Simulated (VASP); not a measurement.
# GaAs (P4/mmm) in VASP: further runs, part 2 of 2

VASP 6.6.1. Earlier steps stand in the parts before.

## Step 5: Single point, PBE0, non-collinear spin, zero start, spin-orbit coupling

This run uses another cell than the first one, of 19.88 Å³/atom.

Contents of POSCAR:

```
GaAs
1.0
    3.8101400000      0.0000000000      0.0000000000
    0.0000000000      3.8101400000      0.0000000000
    0.0000000000      0.0000000000      2.7389100000
Ga As
1 1
Direct
    0.5000000000      0.5000000000      0.5000000000
    0.0000000000      0.0000000000      0.5000000000
```

Contents of INCAR.step1:

```
PREC = Accurate ; ENCUT = 520
EDIFF = 1E-5 ; ISMEAR = -1
SIGMA = 0.05 ; LREAL = F
LASPH = T ; NELM = 150
ALGO = Normal ; ISIF = 2
LWAVE = T ; LCHARG = F
MAGMOM = 0 0 0 0 0 0 ; LORBIT = 11
LSORBIT = T ; GGA_COMPAT = F
LORBMOM = T ; GGA = PE
NBANDS = 30
```

Contents of INCAR.step2:

```
PREC = Accurate ; ENCUT = 520
EDIFF = 1E-7 ; ISMEAR = -1
SIGMA = 0.05 ; LREAL = F
LASPH = T ; NELM = 150
ALGO = Normal ; ISIF = 2
LWAVE = F ; LCHARG = F
MAGMOM = 0 0 0 0 0 0 ; LORBIT = 11
LSORBIT = T ; GGA_COMPAT = F
LORBMOM = T ; GGA = PE
LHFCALC = T ; AEXX = 0.25
PRECFOCK = Normal ; ISTART = 1
NBANDS = 30
```

Contents of KPOINTS:

```
regular mesh
0
Gamma
  3 3 4
```

Potentials or basis: VASP PAW PBE potentials, release 64 (Ga_d, As).

Launch:

```console
$ cat potpaw_PBE.64/Ga_d/POTCAR potpaw_PBE.64/As/POTCAR > POTCAR
$ cp INCAR.step1 INCAR
$ mpirun -np 1 vasp_ncl > vasp.out
$ cp INCAR.step2 INCAR
$ mpirun -np 1 vasp_ncl > vasp.out
```

OUTCAR:

```text
PREC = Accurate
   ENCUT = 520
   EDIFF = 1E-7
   ISMEAR = -1
   LREAL = F
   LASPH = T
   NELM = 150
   ISIF = 2
   LORBIT = 11
   LSORBIT = T
   GGA = PE
   LHFCALC = T
   AEXX = 0.25
   PRECFOCK = Normal
   ISTART = 1

 ion  position               nearest neighbor table
   1  0.500  0.500  0.500-   2 2.69   2 2.69   2 2.69   2 2.69
   2  0.000  0.000  0.500-   1 2.69   1 2.69   1 2.69   1 2.69

  LATTYP: Found a simple tetragonal cell.
 ALAT       =     3.8101400000
 C/A-ratio  =     0.7188476014

  Lattice vectors:

 A1 = (   3.8101400000,   0.0000000000,   0.0000000000)
 A2 = (   0.0000000000,   3.8101400000,   0.0000000000)
 A3 = (   0.0000000000,   0.0000000000,   2.7389100000)

Analysis of symmetry for initial positions (statically):
=====================================================================
 Subroutine PRICEL returns:
 Original cell was already a primitive cell.

 Routine SETGRP: Setting up the symmetry group for a
 simple tetragonal supercell.

 Subroutine GETGRP returns: Found 16 space group operations
 (whereof 16 operations were pure point group operations)
 out of a pool of 16 trial point group operations.

The static configuration has the point symmetry D_4h.

Analysis of symmetry for dynamics (positions and initial velocities):
=====================================================================
 Subroutine PRICEL returns:
 Original cell was already a primitive cell.

 Routine SETGRP: Setting up the symmetry group for a
 simple tetragonal supercell.

 Subroutine GETGRP returns: Found 16 space group operations
 (whereof 16 operations were pure point group operations)
 out of a pool of 16 trial point group operations.

The dynamic configuration has the point symmetry D_4h.

Analysis of structural, dynamic, and magnetic symmetry:
=====================================================================
 Subroutine PRICEL returns:
 Original cell was already a primitive cell.

 Routine SETGRP: Setting up the symmetry group for a
 simple tetragonal supercell.

 Subroutine GETGRP returns: Found 16 space group operations
 (whereof 16 operations were pure point group operations)
 out of a pool of 16 trial point group operations.

The overall configuration has the point symmetry D_4h.

 Subroutine INISYM returns: Found 16 space group operations
 (whereof 16 operations are pure point group operations),
 and found     1 'primitive' translations

----------------------------------------------------------------------------------------

                                     Primitive cell

  volume of cell :      39.7612

  direct lattice vectors                    reciprocal lattice vectors
     3.810140000  0.000000000  0.000000000     0.262457547  0.000000000  0.000000000
     0.000000000  3.810140000  0.000000000     0.000000000  0.262457547  0.000000000
     0.000000000  0.000000000  2.738910000     0.000000000  0.000000000  0.365108748

  length of vectors
     3.810140000  3.810140000  2.738910000     0.262457547  0.262457547  0.365108748
[... 428 lines left out ...]

  FORCE on cell =-STRESS in cart. coord.  units (eV):
  Direction    XX          YY          ZZ          XY          YZ          ZX
  --------------------------------------------------------------------------------------
  -------------------------------------------------------------------------------------
  Total       -1.2971832     -1.2971832     -0.6553197      0.0000000     -0.0000000      0.0000000
  in kB      -52.2699715    -52.2699715    -26.4060944      0.0000000     -0.0000000      0.0000000
  external PRESSURE =     -43.6486791 kB  Pullay stress =       0.0000000 kB

 VOLUME and BASIS-vectors are now :
 -----------------------------------------------------------------------------
  energy-cutoff  :      520.00
  volume of cell :       39.76
      direct lattice vectors                 reciprocal lattice vectors
     3.810140000  0.000000000  0.000000000     0.262457547  0.000000000  0.000000000
     0.000000000  3.810140000  0.000000000     0.000000000  0.262457547  0.000000000
     0.000000000  0.000000000  2.738910000     0.000000000  0.000000000  0.365108748

 POSITION                                       TOTAL-FORCE (eV/Angst)
 -----------------------------------------------------------------------------------
      1.90507      1.90507      1.36946         0.000000      0.000000      0.000000
      0.00000      0.00000      1.36946         0.000000      0.000000      0.000000
 -----------------------------------------------------------------------------------
    total drift:                                0.000000      0.000000      0.000000

  FREE ENERGIE OF THE ION-ELECTRON SYSTEM (eV)
  ---------------------------------------------------
  free  energy   TOTEN  =        -9.3499738982 eV

  energy  without entropy=       -9.3499654469  energy(sigma->0) =       -9.34996967

 orbital moment (x)

 # of ion     p       d       tot
 ----------------------------------------
  1        -0.000   0.000   0.000
  2         0.000   0.000   0.000
 ----------------------------------------
            0.000   0.000   0.000

 orbital moment (y)

 # of ion     p       d       tot
 ----------------------------------------
  1         0.000  -0.000   0.000
  2        -0.000  -0.000  -0.000
 ----------------------------------------
            0.000  -0.000  -0.000

 orbital moment (z)

 # of ion     p       d       tot
 ----------------------------------------
  1         0.000  -0.000  -0.000
  2         0.000  -0.000   0.000
 ----------------------------------------
            0.000  -0.000   0.000

 Spin-Orbit-Coupling matrix elements

 Ion:    1  E_soc:     -0.0103815
 l=   1
     0.0000000    -0.0010429    -0.0009505
    -0.0010429     0.0000000    -0.0010429
    -0.0009505    -0.0010429     0.0000000
 l=   2
     0.0000000    -0.0001422     0.0000000    -0.0001422    -0.0005516
    -0.0001422     0.0000000    -0.0004310    -0.0001509    -0.0001529
     0.0000000    -0.0004310     0.0000000    -0.0004310     0.0000000
    -0.0001422    -0.0001509    -0.0004310     0.0000000    -0.0001529
    -0.0005516    -0.0001529     0.0000000    -0.0001529     0.0000000
 l=   3
     0.0000000     0.0000000     0.0000000     0.0000000     0.0000000     0.0000000     0.0000000
     0.0000000     0.0000000     0.0000000     0.0000000     0.0000000     0.0000000     0.0000000
     0.0000000     0.0000000     0.0000000     0.0000000     0.0000000     0.0000000     0.0000000
     0.0000000     0.0000000     0.0000000     0.0000000     0.0000000     0.0000000     0.0000000
     0.0000000     0.0000000     0.0000000     0.0000000     0.0000000     0.0000000     0.0000000
     0.0000000     0.0000000     0.0000000     0.0000000     0.0000000     0.0000000     0.0000000
     0.0000000     0.0000000     0.0000000     0.0000000     0.0000000     0.0000000     0.0000000

 Ion:    2  E_soc:     -0.0302252
 l=   1
     0.0000000    -0.0050027    -0.0051047
    -0.0050027     0.0000000    -0.0050027
    -0.0051047    -0.0050027     0.0000000
 l=   2
     0.0000000     0.0000020     0.0000000     0.0000020     0.0000013
     0.0000020     0.0000000    -0.0000037    -0.0000001    -0.0000001
     0.0000000    -0.0000037     0.0000000    -0.0000037     0.0000000
     0.0000020    -0.0000001    -0.0000037     0.0000000    -0.0000001
     0.0000013    -0.0000001     0.0000000    -0.0000001     0.0000000
 l=   3
     0.0000000     0.0000000     0.0000000     0.0000000     0.0000000     0.0000000     0.0000000
     0.0000000     0.0000000     0.0000000     0.0000000     0.0000000     0.0000000     0.0000000
     0.0000000     0.0000000     0.0000000     0.0000000     0.0000000     0.0000000     0.0000000
     0.0000000     0.0000000     0.0000000     0.0000000     0.0000000     0.0000000     0.0000000
     0.0000000     0.0000000     0.0000000     0.0000000     0.0000000     0.0000000     0.0000000
     0.0000000     0.0000000     0.0000000     0.0000000     0.0000000     0.0000000     0.0000000
     0.0000000     0.0000000     0.0000000     0.0000000     0.0000000     0.0000000     0.0000000

 total charge

# of ion       s       p       d       tot
------------------------------------------
    1        0.901   0.631   9.977  11.510
    2        1.279   1.395   0.046   2.719
--------------------------------------------------
tot          2.180   2.026  10.023  14.229

 magnetization (x)

# of ion       s       p       d       tot
------------------------------------------
    1        0.000   0.000   0.000   0.000
    2        0.000   0.000   0.000   0.000
--------------------------------------------------
tot          0.000   0.000   0.000   0.000

 magnetization (y)

# of ion       s       p       d       tot
------------------------------------------
    1        0.000   0.000   0.000   0.000
    2        0.000   0.000   0.000   0.000
--------------------------------------------------
tot          0.000   0.000   0.000   0.000

 magnetization (z)

# of ion       s       p       d       tot
------------------------------------------
    1        0.000   0.000   0.000   0.000
    2        0.000   0.000   0.000   0.000
--------------------------------------------------
tot          0.000   0.000   0.000   0.000
```

Run time: 16 min. Hardware: 1 thread of Intel Xeon Platinum 8375C at 2.90GHz (Ice Lake), shared host; peak memory 0.23 GiB.

Results:

```yaml
Free_energy: -9.3500 eV
Pressure: -4.4 GPa
Net_moment: 0.00 μB per cell
Valence_electrons_inside_the_program's_atomic_spheres: Ga 11.51; As 2.72
```

Moments on the atoms (μB; x, y, z):
```
Ga  0.00 0.00 0.00
As  0.00 0.00 0.00
```

Caveat: the k points lie up to 0.57 Å⁻¹ apart; the PAW data sets were made with another functional, which shifts forces and pressure a little.

## Step 6: Summary

| level | spin | cell | k mesh | share of exact exchange | screening parameter | gap on the mesh (eV) | pressure (GPa) |
| --- | --- | --- | --- | --- | --- | --- | --- |
| PBE-based screened hybrid with 25 % exact exchange | off | a = 3.935, b = 3.935, c = 2.538 Å, 2 atoms | 4 × 4 × 5 | 0.25 | 0.3 1/Å | none | 0.0 |
| B3LYP | off | a = 3.810, b = 3.810, c = 2.739 Å, 2 atoms | 4 × 4 × 5 | 0.2 | - | none | 4.2 |
| HSE06 | off | a = 3.810, b = 3.810, c = 2.739 Å, 2 atoms | 4 × 4 × 5 | 0.25 | 0.2079 1/Å | none | -0.7 |
| PBE0 | non-collinear, zero start, SOC | a = 3.810, b = 3.810, c = 2.739 Å, 2 atoms | 3 × 3 × 4 | 0.25 | - | - | -4.4 |

Alike in all rows: task single point; potentials or basis VASP PAW PBE potentials, release 64 (Ga_d, As); cutoff (eV) 520; smearing fermi-dirac 0.05 eV.

Caveats: all runs use coarse meshes; the PAW data sets were made with another functional, which shifts forces and pressure a little.

Total energies depend on the potentials used, so only differences within one code and one set of settings carry meaning.
